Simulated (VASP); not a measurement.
# Bi2Te3 (R3m) in VASP: settings compared, part 2 of 2

VASP 6.6.1. The steps go on from the part before.

### 4 Single point, LDA

INCAR

```
SYSTEM = Bi2Te3
PREC = Accurate ; ENCUT = 500
EDIFF = 1E-6 ; ISMEAR = 0
SIGMA = 0.01 ; LREAL = .False.
LASPH = .True. ; NELM = 120
ALGO = Normal ; ISIF = 2
LWAVE = .False. ; LCHARG = .False.
GGA = CA ; NBANDS = 32
GGA_COMPAT = .False.
```

KPOINTS

```
Automatic mesh
0
Gamma
  3 3 3
  0 0 0
```

POSCAR

```
Bi2Te3
1.0
    2.2085000000      1.2750780700      9.9466666700
   -2.2085000000      1.2750780700      9.9466666700
    0.0000000000     -2.5501561400      9.9466666700
Bi Te
2 3
Direct
    0.1880000000      0.1880000000      0.1880000000
    0.5980000000      0.5980000000      0.5980000000
    0.3890000000      0.3890000000      0.3890000000
    0.8000000000      0.8000000000      0.8000000000
    0.0000000000      0.0000000000      0.0000000000
```

Potentials or basis: VASP PAW LDA potentials, release 64 (Bi_d, Te).

Started as:

```sh
$ cat potpaw_LDA.64/Bi_d/POTCAR potpaw_LDA.64/Te/POTCAR > POTCAR
$ mpirun -np 1 vasp_std > vasp.out
```

OUTCAR:

```text
SYSTEM = Bi2Te3
   PREC = Accurate
   ENCUT = 500
   EDIFF = 1E-6
   ISMEAR = 0
   LREAL = .False.
   LASPH = .True.
   NELM = 120
   ISIF = 2
   GGA = CA

 ion  position               nearest neighbor table
   1  0.188  0.188  0.188-   4 3.03   4 3.03   4 3.03   2 3.43   2 3.43   2 3.43
   2  0.598  0.598  0.598-   5 3.27   5 3.27   5 3.27   1 3.43   1 3.43   1 3.43
   3  0.389  0.389  0.389-   5 3.04   5 3.04   5 3.04   4 3.45   4 3.45   4 3.45
   4  0.800  0.800  0.800-   1 3.03   1 3.03   1 3.03   3 3.45   3 3.45   3 3.45
   5  0.000  0.000  0.000-   3 3.04   3 3.04   3 3.04   2 3.27   2 3.27   2 3.27

  LATTYP: Found a trigonal (rhomboedric) cell.
 ALAT       =    10.2683725185
 COS(alpha) =     0.9074829936

  Lattice vectors:

 A1 = (   2.2085000000,   1.2750780700,   9.9466666700)
 A2 = (  -2.2085000000,   1.2750780700,   9.9466666700)
 A3 = (   0.0000000000,  -2.5501561400,   9.9466666700)

Analysis of symmetry for initial positions (statically):
=====================================================================
 Subroutine PRICEL returns:
 Original cell was already a primitive cell.

 Routine SETGRP: Setting up the symmetry group for a
 trigonal (rhombohedral) supercell.

 Subroutine GETGRP returns: Found  6 space group operations
 (whereof  6 operations were pure point group operations)
 out of a pool of 12 trial point group operations.

The static configuration has the point symmetry C_3v.

Analysis of symmetry for dynamics (positions and initial velocities):
=====================================================================
 Subroutine PRICEL returns:
 Original cell was already a primitive cell.

 Routine SETGRP: Setting up the symmetry group for a
 trigonal (rhombohedral) supercell.

 Subroutine GETGRP returns: Found  6 space group operations
 (whereof  6 operations were pure point group operations)
 out of a pool of 12 trial point group operations.

The dynamic configuration has the point symmetry C_3v.

 Subroutine INISYM returns: Found  6 space group operations
 (whereof  6 operations are pure point group operations),
 and found     1 'primitive' translations

----------------------------------------------------------------------------------------

                                     Primitive cell

  volume of cell :     168.0595

  direct lattice vectors                    reciprocal lattice vectors
     2.208500000  1.275078070  9.946666670     0.226398008  0.130710951  0.033512064
    -2.208500000  1.275078070  9.946666670    -0.226398008  0.130710951  0.033512064
     0.000000000 -2.550156140  9.946666670     0.000000000 -0.261421901  0.033512064

  length of vectors
    10.268372518 10.268372518 10.268372519     0.263561129  0.263561129  0.263561129

  position of ions in fractional coordinates (direct lattice)
     0.188000000  0.188000000  0.188000000
     0.598000000  0.598000000  0.598000000
     0.389000000  0.389000000  0.389000000
     0.800000000  0.800000000  0.800000000
     0.000000000  0.000000000  0.000000000

  ion indices of the primitive-cell ions
   primitive index   ion index
                 1           1
[... 24 lines left out ...]
     0.000000000  0.000000000  0.000000000

 Subroutine IBZKPT returns following result:
 ===========================================

 Found      6 irreducible k-points:

 Following reciprocal coordinates:
            Coordinates               Weight
  0.000000  0.000000  0.000000      1.000000
  0.333333 -0.000000  0.000000      6.000000
  0.333333  0.333333  0.000000      6.000000
 -0.333333  0.333333  0.000000      6.000000
  0.333333  0.333333  0.333333      2.000000
 -0.333333  0.333333  0.333333      6.000000
   k-points           NKPTS =      6   k-points in BZ     NKDIM =      6   number of bands    NBANDS=     32
   number of dos      NEDOS =    301   number of ions     NIONS =      5
   total plane-waves  NPLWV = 512000
   dimension x,y,z NGX =    80 NGY =   80 NGZ =   80
   dimension x,y,z NGXF=   160 NGYF=  160 NGZF=  160
   ions per type =               2   3
   NGX,Y,Z   is equivalent  to a cutoff of  12.95, 12.95, 12.95 a.u.
   NGXF,Y,Z  is equivalent  to a cutoff of  25.90, 25.90, 25.90 a.u.
 SYSTEM =  Bi2Te3
   PREC   = accura    normal or accurate (medium, high low for compatibility)
   ISTART =      0    job   : 0-new  1-cont  2-samecut
   ICHARG =      2    charge: 1-file 2-atom 10-const
   ISPIN  =      1    spin polarized calculation?
   LNONCOLLINEAR =      F non collinear calculations
   LSORBIT =      F    spin-orbit coupling
   LASPH  =      T    aspherical Exc in radial PAW
   ENCUT  =  500.0 eV  36.75 Ry    6.06 a.u.  18.72 18.72 18.72*2*pi/ulx,y,z
   NELM   =    120;   NELMIN=  2; NELMDL= -5     # of ELM steps
   EDIFF  = 0.1E-05   stopping-criterion for ELM
   LREAL  =      F    real-space projection
   EDIFFG = 0.1E-04   stopping-criterion for IOM
   NSW    =      0    number of steps for IOM
   IBRION =     -1    ionic relax: 0-MD 1-quasi-New 2-CG
   NFREE  =      0    steps in history (QN), initial steepest desc. (CG)
   ISIF   =      2    stress and relaxation
   ISYM   =      2    0-nonsym 1-usesym 2-fastsym
   POTIM  = 0.5000    time-step for ionic-motion
   TEBEG  =    0.0;   TEEND  =   0.0 temperature during run
   PSTRESS=    0.0 pullay stress
   NELECT =      48.0000    total number of electrons
   NUPDOWN=      -1.0000    fix difference up-down
   EMIN   =  10.00;   EMAX   =-10.00  energy-range for DOS
   EFERMI =   0.00;   METHOD = LEGACY
   ISMEAR =     0;   SIGMA  =   0.01  broadening in eV -4-tet -1-fermi 0-gaus
   EFERMI_NEDOS =   21; number of points for ismear=-14 and -15
   IALGO  =     38    algorithm
   IMIX   =      4    mixing-type and parameters
     AMIX     =   0.40;   BMIX     =  1.00
     AMIX_MAG =   1.60;   BMIX_MAG =  1.00
  volume/ion in A,a.u.               =      33.61       226.82
  Fermi-wavevector in a.u.,A,eV,Ry     =   1.078121  2.037354 15.814668  1.162345
  Thomas-Fermi vector in A             =   2.214051
   LORBIT       =      0    0 simple, 1 ext, 2 COOP (PROOUT), +10 PAW based schemes
   GGA     = CA    functional components
   LHFCALC =     F    Hartree Fock is set to
   AEXX    =    0.0000 exact exchange contribution
   IVDW    =     0    specifies the selected vdW correction
   LEPSILON=     F    determine dielectric tensor
   LRPA    =     F    only Hartree local field effects (RPA)
 non-spin polarized calculation
 Gauss-broadening in eV      SIGMA  =   0.01
  energy-cutoff  :      500.00
  volume of cell :      168.06
 maximum number of plane-waves:      4277
 NGX is ok and might be reduce to    80
   NGX = 37   NGY = 37   NGZ = 37

 number of electron      48.0000001 magnetization

 Free energy of the ion-electron system (eV)
  ---------------------------------------------------
  ext. energy  EPLUGINS =         0.00000000
  ---------------------------------------------------
  free energy    TOTEN  =       -20.28718801 eV

  energy without entropy =      -20.28717572  energy(sigma->0) =      -20.28718187

 E-fermi :   6.1015     XC(G=0):  -9.6368

 val. band max:        6.0786487563   @ k =  -0.3333   0.3333   0.0000
 cond. band min:       6.1205409846   @ k =   0.0000   0.0000   0.0000
 fundamental gap:      0.0418922283
 Fermi energy:         6.1015449939

 k-point     1 :       0.0000    0.0000    0.0000
  band No.  band energies     occupation
      1     -16.8570      2.00000
      2     -16.8570      2.00000
      3     -16.8214      2.00000
      4     -16.8214      2.00000
      5     -16.8112      2.00000
      6     -16.2048      2.00000
[... 199 lines left out ...]
     31      10.2474      0.00000
     32      10.5023      0.00000

------------------------ aborting loop because EDIFF is reached ----------------------------------------

  FORCE on cell =-STRESS in cart. coord.  units (eV):
  Direction    XX          YY          ZZ          XY          YZ          ZX
  --------------------------------------------------------------------------------------
  -------------------------------------------------------------------------------------
  Total       -1.8266827     -1.8266827     -2.5285126      0.0000000      0.0000000     -0.0000000
  in kB      -17.4144873    -17.4144873    -24.1053095      0.0000000      0.0000000     -0.0000000
  external PRESSURE =     -19.6447614 kB  Pullay stress =       0.0000000 kB

 VOLUME and BASIS-vectors are now :
 -----------------------------------------------------------------------------
  energy-cutoff  :      500.00
  volume of cell :      168.06
      direct lattice vectors                 reciprocal lattice vectors
     2.208500000  1.275078070  9.946666670     0.226398008  0.130710951  0.033512064
    -2.208500000  1.275078070  9.946666670    -0.226398008  0.130710951  0.033512064
     0.000000000 -2.550156140  9.946666670     0.000000000 -0.261421901  0.033512064

 POSITION                                       TOTAL-FORCE (eV/Angst)
 -----------------------------------------------------------------------------------
      0.00000      0.00000      5.60992         0.000000      0.000000      0.597588
      0.00000      0.00000     17.84432         0.000000     -0.000000      0.624039
      0.00000      0.00000     11.60776         0.000000      0.000000      0.752541
      0.00000      0.00000     23.87200         0.000000     -0.000000     -0.636359
      0.00000      0.00000      0.00000         0.000000     -0.000000     -1.337808
 -----------------------------------------------------------------------------------
    total drift:                                0.000000     -0.000000     -0.000019

  FREE ENERGIE OF THE ION-ELECTRON SYSTEM (eV)
  ---------------------------------------------------
  free  energy   TOTEN  =       -20.2871880106 eV

  energy  without entropy=      -20.2871757199  energy(sigma->0) =      -20.28718187
```

OSZICAR:

```text
N       E                     dE             d eps       ncg     rms          rms(c)
DAV:   1     0.433358783998E+03    0.43336E+03   -0.21159E+04   384   0.142E+03
DAV:   2     0.252978855903E+02   -0.40806E+03   -0.39517E+03   400   0.378E+02
DAV:   3    -0.185369982852E+02   -0.43835E+02   -0.41837E+02   512   0.136E+02
DAV:   4    -0.203086303401E+02   -0.17716E+01   -0.17611E+01   448   0.289E+01
DAV:   5    -0.203794176813E+02   -0.70787E-01   -0.70782E-01   568   0.588E+00    0.126E+01
DAV:   6    -0.202962514159E+02    0.83166E-01   -0.81026E-02   488   0.602E+00    0.788E+00
DAV:   7    -0.202893077248E+02    0.69437E-02   -0.85688E-02   472   0.191E+00    0.507E-01
DAV:   8    -0.202873099060E+02    0.19978E-02   -0.96156E-03   464   0.794E-01    0.341E-01
DAV:   9    -0.202872149092E+02    0.94997E-04   -0.18464E-03   448   0.313E-01    0.150E-01
DAV:  10    -0.202871902632E+02    0.24646E-04   -0.19690E-04   456   0.115E-01    0.517E-02
DAV:  11    -0.202871888930E+02    0.13701E-05   -0.35273E-05   480   0.392E-02    0.159E-02
DAV:  12    -0.202871880106E+02    0.88239E-06   -0.92983E-06   400   0.195E-02
   1 F= -.20287188E+02 E0= -.20287182E+02  d E =-.122908E-04
```

Run time: 3.7 min. Hardware: 1 thread of Intel Xeon 8259CL, shared host; peak memory 0.63 GiB.

What came out:

| Item | Value |
| --- | --- |
| Free energy | -20.2872 eV |
| Pressure | -2.0 GPa |
| Largest force | 1.338 eV/Å |
| Band gap on the k mesh | 0.04 eV (least direct gap 0.30 eV) |

Forces on the atoms (eV/Å):
```
Bi   0.000  0.000  0.598
Bi   0.000  0.000  0.624
Te   0.000  0.000  0.753
Te   0.000  0.000 -0.636
Te   0.000  0.000 -1.338
```

Caveat: the k points lie up to 0.55 Å⁻¹ apart; spin-orbit coupling is left out, which moves the levels of the heavy elements; forces of over 1 eV/Å act on the atoms, so gaps and moduli don't describe the material at rest.

### 5 Summary

| level | potentials or basis | gap on the mesh (eV) | pressure (GPa) | largest force (eV/Å) |
| --- | --- | --- | --- | --- |
| BLYP | VASP PAW PBE potentials, release 64 (Bi_d, Te) | 0.09 | 5.5 | 1.49 |
| PBEsol | VASP PAW PBE potentials, release 64 (Bi_d, Te) | 0.04 | -1.0 | 1.35 |
| LDA | VASP PAW LDA potentials, release 64 (Bi_d, Te) | 0.04 | -2.0 | 1.34 |

Alike in all rows: task single point; no spin polarisation; cell as given; k mesh 3 × 3 × 3; cutoff (eV) 500; smearing gaussian 0.01 eV.

Caveats: all runs use coarse meshes; spin-orbit coupling is left out, which moves the levels of the heavy elements; the PAW data sets were made with another functional, which shifts forces and pressure a little (at least some runs); forces of over 1 eV/Å act on the atoms, so gaps and moduli don't describe the material at rest (at least some runs).

Absolute energies hang on the potentials; compare differences alone.
